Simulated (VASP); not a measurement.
# NaP2 (C2/m) in VASP: single point with PBE

Aim: the single point of NaP2 with PBE.

Everything below comes from runs of VASP 6.6.1. Logs are shortened: lines on timing, memory, paths and dates and some standing lists are left out, and cuts for length are marked.

## Step 1: The cell of the first run

The structure is monoclinic, space group C2/m (No. 12). The conventional cell has a = 9.307 Å, b = 3.312 Å, c = 4.150 Å, α = 90.00°, β = 97.31°, γ = 90.00°. Na (site symmetry 2/m) has 12 P at 2.97 to 4.00 Å and 4 Na at 3.31 to 4.15 Å within 4.2 Å. P (site symmetry m) has 2 P at 2.17 Å and 3 Na at 2.97 to 3.10 Å within 3.1 Å.

The cell was generated, and may not be a known phase.

## Step 2: Single point, PBE

The input, INCAR:

```
PREC = Accurate
ENCUT = 1130
EDIFF = 1E-6
ISMEAR = 0
SIGMA = 0.1
LREAL = F
LASPH = T
NELM = 120
ALGO = Normal
ISIF = 2
LWAVE = F
LCHARG = F
GGA = PE
NBANDS = 16
GGA_COMPAT = F
```

The input, KPOINTS:

```
Automatic mesh
0
Gamma
  6 6 4
```

The input, POSCAR:

```
NaP2
1.0
    4.6533850000     -1.6559130000      0.0000000000
    4.6533850000      1.6559130000      0.0000000000
   -0.5277080000      0.0000000000      4.1165175000
Na P
1 2
Direct
    0.0000000000      0.0000000000      0.5000000000
    0.7056920000      0.7056920000      0.1250110000
    0.2943080000      0.2943080000      0.8749890000
```

Potentials or basis: VASP PAW PBE potentials, release 64 (Na_sv, P).

On the command line:

```console
> cat potpaw_PBE.64/Na_sv/POTCAR potpaw_PBE.64/P/POTCAR > POTCAR
> mpirun -np 1 vasp_std > vasp.out
```

OUTCAR:

```text
PREC = Accurate
   ENCUT = 1130
   EDIFF = 1E-6
   ISMEAR = 0
   LREAL = F
   LASPH = T
   NELM = 120
   ISIF = 2
   GGA = PE

 ion  position               nearest neighbor table
   1  0.000  0.000  0.500-
   2  0.706  0.706  0.125-   3 2.17   3 2.17
   3  0.294  0.294  0.875-   2 2.17   2 2.17

  LATTYP: Found a base centered monoclinic cell.
 ALAT       =     9.3067700000
 B/A-ratio  =     0.3558512782
 C/A-ratio  =     0.4459338587
 COS(beta)  =    -0.1271523082

  Lattice vectors:

 A1 = (   4.6533850000,  -1.6559130000,   0.0000000000)
 A2 = (   4.6533850000,   1.6559130000,   0.0000000000)
 A3 = (  -0.5277080000,   0.0000000000,   4.1165175000)

Analysis of symmetry for initial positions (statically):
=====================================================================
 Subroutine PRICEL returns:
 Original cell was already a primitive cell.

 Routine SETGRP: Setting up the symmetry group for a
 base centered monoclinic supercell.

 Subroutine GETGRP returns: Found  4 space group operations
 (whereof  4 operations were pure point group operations)
 out of a pool of  4 trial point group operations.

The static configuration has the point symmetry C_2h.

Analysis of symmetry for dynamics (positions and initial velocities):
=====================================================================
 Subroutine PRICEL returns:
 Original cell was already a primitive cell.

 Routine SETGRP: Setting up the symmetry group for a
 base centered monoclinic supercell.

 Subroutine GETGRP returns: Found  4 space group operations
 (whereof  4 operations were pure point group operations)
 out of a pool of  4 trial point group operations.

The dynamic configuration has the point symmetry C_2h.

 Subroutine INISYM returns: Found  4 space group operations
 (whereof  4 operations are pure point group operations),
 and found     1 'primitive' translations

----------------------------------------------------------------------------------------

                                     Primitive cell

  volume of cell :      63.4405

  direct lattice vectors                    reciprocal lattice vectors
     4.653385000 -1.655913000  0.000000000     0.107448664 -0.301948230  0.013774148
     4.653385000  1.655913000  0.000000000     0.107448664  0.301948230  0.013774148
    -0.527708000  0.000000000  4.116517500     0.000000000  0.000000000  0.242923782

  length of vectors
     4.939234741  4.939234741  4.150203858     0.320792263  0.320792263  0.242923782

  position of ions in fractional coordinates (direct lattice)
     1.000000000  1.000000000  0.500000000
     0.705692000  0.705692000  0.125011000
     0.294308000  0.294308000  0.874989000

  ion indices of the primitive-cell ions
   primitive index   ion index
                 1           1
                 2           2
                 3           3

----------------------------------------------------------------------------------------

 KPOINTS: Automatic mesh

Automatic generation of k-mesh.
 Grid dimensions read from file:
 generate k-points for:    6    6    4

 Generating k-lattice:

  Cartesian coordinates                     Fractional coordinates (reciprocal lattice)
     0.017908111 -0.050324705  0.002295691     0.166666667 -0.000000000 -0.000000000
     0.017908111  0.050324705  0.002295691    -0.000000000  0.166666667 -0.000000000
     0.000000000  0.000000000  0.060730946     0.000000000  0.000000000  0.250000000

  Length of vectors
     0.053465377  0.053465377  0.060730946

  Shift w.r.t. Gamma in fractional coordinates (k-lattice)
     0.000000000  0.000000000  0.000000000

 Subroutine IBZKPT returns following result:
 ===========================================

 Found     47 irreducible k-points:

 Following reciprocal coordinates:
            Coordinates               Weight
  0.000000  0.000000  0.000000      1.000000
  0.166667  0.000000  0.000000      4.000000
  0.333333 -0.000000  0.000000      4.000000
  0.500000 -0.000000  0.000000      2.000000
  0.166667  0.166667  0.000000      2.000000
  0.333333  0.166667  0.000000      4.000000
[... 16 lines left out ...]
 -0.333333  0.166667  0.250000      4.000000
 -0.166667  0.166667  0.250000      4.000000
 [... further k-points ...]
   k-points           NKPTS =     47   k-points in BZ     NKDIM =     47   number of bands    NBANDS=     16
   number of dos      NEDOS =    301   number of ions     NIONS =      3
   total plane-waves  NPLWV = 139968
   dimension x,y,z NGX =    54 NGY =   54 NGZ =   48
   dimension x,y,z NGXF=   108 NGYF=  108 NGZF=   96
   ions per type =               1   2
   NGX,Y,Z   is equivalent  to a cutoff of  18.18, 18.18, 19.23 a.u.
   NGXF,Y,Z  is equivalent  to a cutoff of  36.35, 36.35, 38.46 a.u.
 SYSTEM =  unknown system
   PREC   = accura    normal or accurate (medium, high low for compatibility)
   ISTART =      0    job   : 0-new  1-cont  2-samecut
   ICHARG =      2    charge: 1-file 2-atom 10-const
   ISPIN  =      1    spin polarized calculation?
   LNONCOLLINEAR =      F non collinear calculations
   LSORBIT =      F    spin-orbit coupling
   LASPH  =      T    aspherical Exc in radial PAW
   ENCUT  = 1130.0 eV  83.05 Ry    9.11 a.u.  13.54 13.54 11.38*2*pi/ulx,y,z
   NELM   =    120;   NELMIN=  2; NELMDL= -5     # of ELM steps
   EDIFF  = 0.1E-05   stopping-criterion for ELM
   LREAL  =      F    real-space projection
   EDIFFG = 0.1E-04   stopping-criterion for IOM
   NSW    =      0    number of steps for IOM
   IBRION =     -1    ionic relax: 0-MD 1-quasi-New 2-CG
   NFREE  =      0    steps in history (QN), initial steepest desc. (CG)
   ISIF   =      2    stress and relaxation
   ISYM   =      2    0-nonsym 1-usesym 2-fastsym
   POTIM  = 0.5000    time-step for ionic-motion
   TEBEG  =    0.0;   TEEND  =   0.0 temperature during run
   PSTRESS=    0.0 pullay stress
   NELECT =      19.0000    total number of electrons
   NUPDOWN=      -1.0000    fix difference up-down
   EMIN   =  10.00;   EMAX   =-10.00  energy-range for DOS
   EFERMI =   0.00;   METHOD = LEGACY
   ISMEAR =     0;   SIGMA  =   0.10  broadening in eV -4-tet -1-fermi 0-gaus
   EFERMI_NEDOS =   21; number of points for ismear=-14 and -15
   IALGO  =     38    algorithm
   IMIX   =      4    mixing-type and parameters
     AMIX     =   0.40;   BMIX     =  1.00
     AMIX_MAG =   1.60;   BMIX_MAG =  1.00
  volume/ion in A,a.u.               =      21.15       142.71
  Fermi-wavevector in a.u.,A,eV,Ry     =   1.095310  2.069837 16.322976  1.199705
  Thomas-Fermi vector in A             =   2.231632
   LORBIT       =      0    0 simple, 1 ext, 2 COOP (PROOUT), +10 PAW based schemes
   GGA     = PE    functional components
   LHFCALC =     F    Hartree Fock is set to
   AEXX    =    0.0000 exact exchange contribution
   IVDW    =     0    specifies the selected vdW correction
   LEPSILON=     F    determine dielectric tensor
   LRPA    =     F    only Hartree local field effects (RPA)
 non-spin polarized calculation
 Gauss-broadening in eV      SIGMA  =   0.10
  energy-cutoff  :     1130.00
  volume of cell :       63.44
 maximum number of plane-waves:      5490
   NGX = 27   NGY = 27   NGZ = 23

 number of electron      18.9999997 magnetization

 Free energy of the ion-electron system (eV)
  ---------------------------------------------------
  ext. energy  EPLUGINS =         0.00000000
  ---------------------------------------------------
  free energy    TOTEN  =       -12.74331171 eV

  energy without entropy =      -12.73909002  energy(sigma->0) =      -12.74120086

 E-fermi :   4.5492     XC(G=0):  -8.8540

 val. band max:        4.5047424579   @ k =  -0.3333   0.3333   0.0000
 cond. band min:       4.5662610478   @ k =   0.3333   0.1667   0.0000
 fundamental gap:      0.0615185899
 Fermi energy:         4.5492197323

 k-point     1 :       0.0000    0.0000    0.0000
  band No.  band energies     occupation
      1     -48.2636      2.00000
      2     -20.1833      2.00000
      3     -20.1771      2.00000
      4     -20.1584      2.00000
      5      -9.6760      2.00000
      6      -2.1707      2.00000
[... 8 lines left out ...]
     15      12.6639      0.00000
     16      12.8648      0.00000

 k-point     2 :       0.1667    0.0000    0.0000
  band No.  band energies     occupation
      1     -48.2628      2.00000
      2     -20.1925      2.00000
      3     -20.1815      2.00000
      4     -20.1569      2.00000
      5      -9.3225      2.00000
      6      -2.5361      2.00000
[... 8 lines left out ...]
     15      10.6221      0.00000
     16      11.9174      0.00000

 k-point     3 :       0.3333   -0.0000    0.0000
  band No.  band energies     occupation
      1     -48.2612      2.00000
      2     -20.2231      2.00000
      3     -20.1779      2.00000
      4     -20.1539      2.00000
      5      -8.2774      2.00000
      6      -4.4177      2.00000
[... 8 lines left out ...]
     15      11.4301      0.00000
     16      12.0088      0.00000

 k-point     4 :       0.5000   -0.0000    0.0000
  band No.  band energies     occupation
      1     -48.2604      2.00000
      2     -20.2383      2.00000
      3     -20.1761      2.00000
      4     -20.1523      2.00000
      5      -6.6265      2.00000
      6      -6.5573      2.00000
[... 8 lines left out ...]
     15      10.8999      0.00000
     16      11.0259      0.00000
[... 324 lines left out ...]
 k-point    22 :       0.5000    0.1667    0.2500
  band No.  band energies     occupation
      1     -48.2611      2.00000
      2     -20.2226      2.00000
      3     -20.1809      2.00000
      4     -20.1545      2.00000
      5      -8.0461      2.00000
      6      -4.4497      2.00000
[... 8 lines left out ...]
     15      10.9867      0.00000
     16      12.1889      0.00000

 k-point    23 :      -0.3333    0.1667    0.2500
  band No.  band energies     occupation
      1     -48.2603      2.00000
      2     -20.2378      2.00000
      3     -20.1790      2.00000
      4     -20.1522      2.00000
      5      -6.5138      2.00000
      6      -6.3869      2.00000
[... 8 lines left out ...]
     15      10.9226      0.00000
     16      12.4355      0.00000

 k-point    24 :      -0.1667    0.1667    0.2500
  band No.  band energies     occupation
      1     -48.2611      2.00000
      2     -20.2227      2.00000
      3     -20.1809      2.00000
      4     -20.1535      2.00000
      5      -8.1458      2.00000
      6      -4.3203      2.00000
[... 8 lines left out ...]
     15      10.9165      0.00000
     16      12.9109      0.00000

 [... further k-points ...]
[... 5 lines left out ...]
  --------------------------------------------------------------------------------------
  -------------------------------------------------------------------------------------
  Total       -0.0240098      0.0174107     -0.3518372      0.0000000      0.0000000      0.0987384
  in kB       -0.6063622      0.4397030     -8.8855814      0.0000000      0.0000000      2.4936187
  external PRESSURE =      -3.0174135 kB  Pullay stress =       0.0000000 kB

 VOLUME and BASIS-vectors are now :
 -----------------------------------------------------------------------------
  energy-cutoff  :     1130.00
  volume of cell :       63.44
      direct lattice vectors                 reciprocal lattice vectors
     4.653385000 -1.655913000  0.000000000     0.107448664 -0.301948230  0.013774148
     4.653385000  1.655913000  0.000000000     0.107448664  0.301948230  0.013774148
    -0.527708000  0.000000000  4.116517500     0.000000000  0.000000000  0.242923782

 POSITION                                       TOTAL-FORCE (eV/Angst)
 -----------------------------------------------------------------------------------
     -0.26385      0.00000      2.05826         0.000000     -0.000000      0.000000
      6.50174      0.00000      0.51461         0.038328      0.000000     -0.018915
      2.27732      0.00000      3.60191        -0.038328      0.000000      0.018915
 -----------------------------------------------------------------------------------
    total drift:                               -0.000000      0.000000      0.000000

  FREE ENERGIE OF THE ION-ELECTRON SYSTEM (eV)
  ---------------------------------------------------
  free  energy   TOTEN  =       -12.7433117055 eV

  energy  without entropy=      -12.7390900235  energy(sigma->0) =      -12.74120086
```

Wall time 78 s (1 thread of Intel Xeon 6975P-C (Granite Rapids), shared host); peak memory 0.44 GiB.

What came out:

- Free energy: -12.7433 eV
- Pressure: -0.3 GPa
- Largest force: 0.043 eV/Å
- Band gap on the k mesh: zero (an odd number of electrons rules out a gap without spin polarisation)

Forces on the atoms (eV/Å):
```
Na   0.000  0.000  0.000
P    0.038  0.000 -0.019
P   -0.038  0.000  0.019
```

Levels at points of the mesh, in eV from the Fermi level:
```tsv
k point	band 7	band 8	band 9	band 10	band 11	band 12
(0.00, 0.00, 0.00)	-3.54	-3.36	-3.21	-1.04	1.34	3.59
(0.50, 0.00, 0.00)	-3.98	-3.58	-1.47	-1.33	1.89	1.89
(0.50, 0.50, 0.00)	-4.15	-3.27	-2.78	1.03	1.22	3.57
(0.00, 0.00, 0.50)	-4.24	-3.01	-2.42	1.26	1.32	3.23
(0.50, 0.00, 0.50)	-4.75	-4.74	-2.37	-1.55	1.78	2.77
(0.50, 0.50, 0.50)	-5.08	-3.07	-2.46	1.37	2.53	3.06
```

Caveat: the k points lie up to 0.38 Å⁻¹ apart, too coarse for converged energies and pressures of a metal; an odd number of electrons without spin polarisation forces a metal; a magnetic or distorted state may lie lower.

The gap in the log of VASP goes by the Fermi energy; the results here count the filled bands.